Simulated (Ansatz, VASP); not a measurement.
# Re in VASP and in Ansatz

```
Re
1.0
    -1.59715    1.59715    1.59715
     1.59715   -1.59715    1.59715
     1.59715    1.59715   -1.59715
Re
1
Direct
  0.00000 0.00000 0.00000
```

Alike in both runs: task single point; functional PBE; k mesh 23 × 23 × 23; occupations fermi-dirac, width 0.1 eV; no spin polarisation.

```csv
,VASP,Ansatz
version,VASP 6.6.1,Ansatz 0.2.0
potentials or method,"VASP PAW PBE potentials, release 64 (Re), cutoff 520 eV","plane waves (420 eV) with PAW, scalar-relativistic"
valence electrons in the cell,7,15
```

|  | VASP | Ansatz | Ansatz less VASP |
| --- | --- | --- | --- |
| pressure (GPa) | -23.4 | -22.7 | +0.70 |

VASP's potentials hold 7 valence electrons a cell and Ansatz's 15, so a difference there can come from the potentials and not from the codes.

Neither program's run includes spin-orbit coupling.
